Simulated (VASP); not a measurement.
# InAs (F-43m) in VASP: a series of runs

Runs on InAs. Level: PBEsol. Tasks: relaxation of cell and atoms, single point.

All numbers are computed with VASP 6.6.1; they aren't measurements. Logs are shortened: lines on timing, memory, paths and dates and some standing lists are left out, and cuts for length are marked.

### 1 The cell of the first run

The structure is cubic, space group F-43m (No. 216). Conventional cell: a = 6.088 Å, b = 6.088 Å, c = 6.088 Å, α = 90.00°, β = 90.00°, γ = 90.00°. Within 3.5 Å of In (site symmetry -43m) lie 4 As at 2.64 Å. As (site symmetry -43m) has 4 In at 2.64 Å within 3.5 Å.

### 2 Relaxation of cell and atoms, PBEsol, target pressure 15 GPa, at which the enthalpy is minimised

File INCAR:

```
SYSTEM = InAs
ALGO = Normal ; EDIFF = 1E-6
EDIFFG = -0.002 ; ENCUT = 600
GGA = PS ; IBRION = 2
ISIF = 3 ; ISMEAR = -1
LASPH = .True. ; LCHARG = .False.
LREAL = .False. ; LWAVE = .False.
NELM = 60 ; NSW = 100
PREC = Accurate ; PSTRESS = 150.0
SIGMA = 0.08
```

File KPOINTS:

```
k-points
0
Gamma
  14 14 14
  0 0 0
```

File POSCAR:

```
InAs
1.0
    0.0000000000      3.0438735453      3.0438735453
    3.0438735453      0.0000000000      3.0438735453
    3.0438735453      3.0438735453      0.0000000000
In As
1 1
Direct
    0.0000000000      0.0000000000      0.0000000000
    0.7500000000      0.7500000000      0.7500000000
```

Potentials or basis: VASP PAW PBE potentials, release 64 (In_d, As).

Launch:

```console
cat potpaw_PBE.64/In_d/POTCAR potpaw_PBE.64/As/POTCAR > POTCAR
mpirun -np 1 vasp_std > vasp.out
```

OUTCAR:

```text
SYSTEM = InAs
   EDIFF = 1E-6
   EDIFFG = -0.002
   ENCUT = 600
   GGA = PS
   IBRION = 2
   ISIF = 3
   ISMEAR = -1
   LASPH = .True.
   LREAL = .False.
   NELM = 60
   NSW = 100
   PREC = Accurate
   PSTRESS = 150.0

 ion  position               nearest neighbor table
   1  0.000  0.000  0.000-   2 2.64   2 2.64   2 2.64   2 2.64
   2  0.750  0.750  0.750-   1 2.64   1 2.64   1 2.64   1 2.64

  LATTYP: Found a face centered cubic cell.
 ALAT       =     6.0877470906

  Lattice vectors:

 A1 = (   0.0000000000,   3.0438735453,   3.0438735453)
 A2 = (   3.0438735453,   0.0000000000,   3.0438735453)
 A3 = (   3.0438735453,   3.0438735453,   0.0000000000)

Analysis of symmetry for initial positions (statically):
=====================================================================
 Subroutine PRICEL returns:
 Original cell was already a primitive cell.

 Routine SETGRP: Setting up the symmetry group for a
 face centered cubic supercell.

 Subroutine GETGRP returns: Found 24 space group operations
 (whereof 24 operations were pure point group operations)
 out of a pool of 48 trial point group operations.

The static configuration has the point symmetry T_d .

Analysis of symmetry for dynamics (positions and initial velocities):
=====================================================================
 Subroutine PRICEL returns:
 Original cell was already a primitive cell.

 Routine SETGRP: Setting up the symmetry group for a
 face centered cubic supercell.

 Subroutine GETGRP returns: Found 24 space group operations
 (whereof 24 operations were pure point group operations)
 out of a pool of 48 trial point group operations.

The dynamic configuration has the point symmetry T_d .

 Subroutine INISYM returns: Found 24 space group operations
 (whereof 24 operations are pure point group operations),
 and found     1 'primitive' translations

----------------------------------------------------------------------------------------

                                     Primitive cell

  volume of cell :      56.4040

  direct lattice vectors                    reciprocal lattice vectors
     0.000000000  3.043873545  3.043873545    -0.164264380  0.164264380  0.164264380
     3.043873545  0.000000000  3.043873545     0.164264380 -0.164264380  0.164264380
     3.043873545  3.043873545  0.000000000     0.164264380  0.164264380 -0.164264380

  length of vectors
     4.304687250  4.304687250  4.304687250     0.284514252  0.284514252  0.284514252

  position of ions in fractional coordinates (direct lattice)
     0.000000000  0.000000000  0.000000000
     0.750000000  0.750000000  0.750000000
[... 59 lines left out ...]
   k-points           NKPTS =    104   k-points in BZ     NKDIM =    104   number of bands    NBANDS=     13
   number of dos      NEDOS =    301   number of ions     NIONS =      2
   total plane-waves  NPLWV =  46656
   dimension x,y,z NGX =    36 NGY =   36 NGZ =   36
   dimension x,y,z NGXF=    72 NGYF=   72 NGZF=   72
   ions per type =               1   1
   NGX,Y,Z   is equivalent  to a cutoff of  13.90, 13.90, 13.90 a.u.
   NGXF,Y,Z  is equivalent  to a cutoff of  27.81, 27.81, 27.81 a.u.
 SYSTEM =  InAs
   PREC   = accura    normal or accurate (medium, high low for compatibility)
   ISTART =      0    job   : 0-new  1-cont  2-samecut
   ICHARG =      2    charge: 1-file 2-atom 10-const
   ISPIN  =      1    spin polarized calculation?
   LNONCOLLINEAR =      F non collinear calculations
   LSORBIT =      F    spin-orbit coupling
   LASPH  =      T    aspherical Exc in radial PAW
   ENCUT  =  600.0 eV  44.10 Ry    6.64 a.u.   8.60  8.60  8.60*2*pi/ulx,y,z
   NELM   =     60;   NELMIN=  2; NELMDL= -5     # of ELM steps
   EDIFF  = 0.1E-05   stopping-criterion for ELM
   LREAL  =      F    real-space projection
   EDIFFG = -.2E-02   stopping-criterion for IOM
   NSW    =    100    number of steps for IOM
   IBRION =      2    ionic relax: 0-MD 1-quasi-New 2-CG
   NFREE  =      1    steps in history (QN), initial steepest desc. (CG)
   ISIF   =      3    stress and relaxation
   ISYM   =      2    0-nonsym 1-usesym 2-fastsym
   POTIM  = 0.5000    time-step for ionic-motion
   TEBEG  =    0.0;   TEEND  =   0.0 temperature during run
   PSTRESS=  150.0 pullay stress
   NELECT =      18.0000    total number of electrons
   NUPDOWN=      -1.0000    fix difference up-down
   EMIN   =  10.00;   EMAX   =-10.00  energy-range for DOS
   EFERMI =   0.00;   METHOD = LEGACY
   ISMEAR =    -1;   SIGMA  =   0.08  broadening in eV -4-tet -1-fermi 0-gaus
   EFERMI_NEDOS =   21; number of points for ismear=-14 and -15
   IALGO  =     38    algorithm
   IMIX   =      4    mixing-type and parameters
     AMIX     =   0.40;   BMIX     =  1.00
     AMIX_MAG =   1.60;   BMIX_MAG =  1.00
  volume/ion in A,a.u.               =      28.20       190.32
  Fermi-wavevector in a.u.,A,eV,Ry     =   1.118740  2.114112 17.028760  1.251579
  Thomas-Fermi vector in A             =   2.255373
   LORBIT       =      0    0 simple, 1 ext, 2 COOP (PROOUT), +10 PAW based schemes
   GGA     = PS    functional components
   LHFCALC =     F    Hartree Fock is set to
   AEXX    =    0.0000 exact exchange contribution
   IVDW    =     0    specifies the selected vdW correction
   LEPSILON=     F    determine dielectric tensor
   LRPA    =     F    only Hartree local field effects (RPA)
 conjugate gradient relaxation of ions
 non-spin polarized calculation
  energy-cutoff  :      600.00
  volume of cell :       56.40
 maximum number of plane-waves:      1900
   NGX = 17   NGY = 17   NGZ = 17

--------------------------------------- Ionic step        1  -------------------------------------------

 number of electron      18.0000004 magnetization

 Free energy of the ion-electron system (eV)
  ---------------------------------------------------
  ext. energy  EPLUGINS =         0.00000000
  ---------------------------------------------------
  free energy    TOTEN  =        -8.49136754 eV

  energy without entropy =       -8.49101179  energy(sigma->0) =       -8.49118966

 E-fermi :   4.4015     XC(G=0):  -9.1968

 val. band max:        4.1704236965   @ k =   0.0000   0.0000   0.0000
 cond. band min:       4.7843745242   @ k =   0.0714   0.0000   0.0000
 fundamental gap:      0.6139508277
 Fermi energy:         4.4015004487
[... 886 lines left out ...]
  energy  without entropy=       -8.1705777842  energy(sigma->0) =       -8.17062969

  enthalpy is  TOTEN    =        -3.6968634269 eV   P V=        4.4738181679

[... ionic steps 4 to 7 ...]

--------------------------------------- Ionic step        8  -------------------------------------------

 number of electron      18.0000002 magnetization

------------------------ aborting loop because EDIFF is reached ----------------------------------------
[... 71 lines left out ...]
--------------------------------------- Ionic step       10  -------------------------------------------

 number of electron      18.0000002 magnetization

 Free energy of the ion-electron system (eV)
  ---------------------------------------------------
  ext. energy  EPLUGINS =         0.00000000
  ---------------------------------------------------
  free energy    TOTEN  =        -8.12736690 eV

  energy without entropy =       -8.12728424  energy(sigma->0) =       -8.12732557

 E-fermi :   6.4732     XC(G=0):  -9.9817

 val. band max:        6.1102899518   @ k =   0.0000   0.0000   0.0000
 cond. band min:       6.6154726200   @ k =   0.0000   0.0000   0.0000
 fundamental gap:      0.5051826681
 Fermi energy:         6.4732269948
[... 417 lines left out ...]
  energy  without entropy=       -8.1272842388  energy(sigma->0) =       -8.12732557

  enthalpy is  TOTEN    =        -3.6986517401 eV   P V=        4.4287151587

 reached required accuracy - stopping structural energy minimisation
```

OSZICAR:

```text
N       E                     dE             d eps       ncg     rms          rms(c)
DAV:   1     0.117349684778E+03    0.11735E+03   -0.92067E+03  2714   0.164E+03
DAV:   2    -0.755767413427E-01   -0.11743E+03   -0.11413E+03  2799   0.341E+02
DAV:   3    -0.853964731766E+01   -0.84641E+01   -0.83474E+01  3524   0.934E+01
[... 74 lines left out ...]
DAV:   1    -0.812757752996E+01    0.35138E-03   -0.25111E-05  2659   0.117E-01    0.816E-03
DAV:   2    -0.812757654337E+01    0.98659E-06   -0.19065E-06  1524   0.392E-02
   9 F= -.36986518E+01 E0= -.36986105E+01  d E =-.227888E-04
       N       E                     dE             d eps       ncg     rms          rms(c)
DAV:   1    -0.812736724039E+01    0.21029E-03   -0.60993E-06  2234   0.566E-02    0.385E-03
DAV:   2    -0.812736689880E+01    0.34158E-06   -0.64756E-07  1372   0.229E-02
  10 F= -.36986517E+01 E0= -.36986104E+01  d E =-.226813E-04
```

Run time: 9.7 min. Hardware: 1 thread of Intel Xeon 8259CL, shared host; peak memory 0.29 GiB.

What came out:

| Property | Result |
| --- | --- |
| Free energy | -8.1274 eV |
| Relaxed volume | 23.65 Å³/atom |
| Relaxed cell | a = 4.059 Å, b = 4.059 Å, c = 4.059 Å, α = 60.00°, β = 60.00°, γ = 60.00° |
| Space group after relaxing (to 0.1 Å) | F-43m (No. 216) |
| Energy change on relaxing (the run minimises the enthalpy) | +182.0 meV/atom |
| Ionic steps | 10 |
| Pressure after relaxing | 15.0 GPa |
| Band gap on the k mesh | 0.51 eV |

Step by step:
```
step  energy change (eV)  largest force (eV/Å)  pressure (GPa)  volume (Å³)
   1              0.0000                0.0000            0.08        56.40
   2              2.3631                0.0000           58.44        37.57
   3              0.3207                0.0000           13.83        47.79
   4              0.3532                0.0000           14.72        47.42
   5              0.3689                0.0000           15.15        47.25
   6              0.3564                0.0000           14.82        47.39
   7              0.3642                0.0000           15.02        47.30
   8              0.3634                0.0000           14.98        47.31
   9              0.3638                0.0000           14.98        47.31
  10              0.3640                0.0000           14.99        47.30
```

Final structure:
```cif
data_structure
_symmetry_space_group_name_H-M 'P 1'
_symmetry_Int_Tables_number 1
_cell_length_a 4.0595
_cell_length_b 4.0595
_cell_length_c 4.0595
_cell_angle_alpha 60.000
_cell_angle_beta 60.000
_cell_angle_gamma 60.000
_cell_volume 47.30
loop_
_atom_site_label
_atom_site_type_symbol
_atom_site_fract_x
_atom_site_fract_y
_atom_site_fract_z
_atom_site_occupancy
In1 In 0.00000 0.00000 0.00000 1
As1 As 0.75000 0.75000 0.75000 1
```

Levels at points of the mesh, in eV from the valence-band top:
```tsv
k point	band 7	band 8	band 9	band 10	band 11	band 12
(0.00, 0.00, 0.00)	0.00	0.00	0.00	0.51	3.88	3.88
(0.50, 0.00, 0.00)	-6.73	-1.26	-1.26	1.22	4.67	4.67
(0.50, 0.50, 0.00)	-6.64	-2.94	-2.94	1.14	1.93	10.16
```

Caveat: the cell is relaxed towards a set pressure, so the run minimises the enthalpy, not the energy; the volume moved by over 15 % at a fixed basis, so the end points are rough; semilocal functionals underestimate gaps, and a narrow one can read as zero; the PAW data sets were made with another functional, which shifts forces and pressure a little; spin-orbit coupling is left out, which moves the levels of the heavy elements.

### 3 Single point, PBEsol

This run uses another cell than the first one, of 23.61 Å³/atom.

File INCAR:

```
SYSTEM = InAs
  ALGO = Normal
  EDIFF = 1E-6
  ENCUT = 520
  GGA = PS
  ISIF = 2
  ISMEAR = -1
  LASPH = .TRUE.
  LCHARG = .TRUE.
  LELF = .TRUE.
  LREAL = .FALSE.
  LVHAR = .TRUE.
  LWAVE = .FALSE.
  NBANDS = 16
  NELM = 80
  PREC = Accurate
  SIGMA = 0.08
```

File KPOINTS:

```
k-points
0
G
  14 14 14
  0 0 0
```

File POSCAR:

```
InAs
1.0
    0.0000000000      2.8686454728      2.8686454728
    2.8686454728      0.0000000000      2.8686454728
    2.8686454728      2.8686454728      0.0000000000
In As
1 1
Direct
    0.0000000000      0.0000000000      0.0000000000
    0.7500000000      0.7500000000      0.7500000000
```

Potentials or basis: VASP PAW PBE potentials, release 64 (In_d, As).

Launch:

```console
cat potpaw_PBE.64/In_d/POTCAR potpaw_PBE.64/As/POTCAR > POTCAR
mpirun -np 1 vasp_std > vasp.out
```

Wall time 1.7 min (1 thread of Intel Xeon 8259CL, shared host); peak memory 0.23 GiB.

It converged, with:

```yaml
Free_energy: -8.1181 eV
Pressure: 15.2 GPa
Band_gap_on_the_k_mesh: 0.51 eV
```

Levels at points of the mesh, in eV from the valence-band top:
```
           k point  band 6  band 7  band 8  band 9  band 10  band 11  band 12  band 13
(0.00, 0.00, 0.00)  -13.05    0.00    0.00    0.00     0.51     3.88     3.88     3.88
(0.50, 0.00, 0.00)  -11.00   -6.74   -1.26   -1.26     1.22     4.67     4.67     6.78
(0.50, 0.50, 0.00)  -10.27   -6.65   -2.95   -2.95     1.13     1.92    10.17    10.34
```

Caveat: the cell stands under pressure; semilocal functionals underestimate gaps, and a narrow one can read as zero; the PAW data sets were made with another functional, which shifts forces and pressure a little; spin-orbit coupling is left out, which moves the levels of the heavy elements.

(Continued in part 2 of 2.)
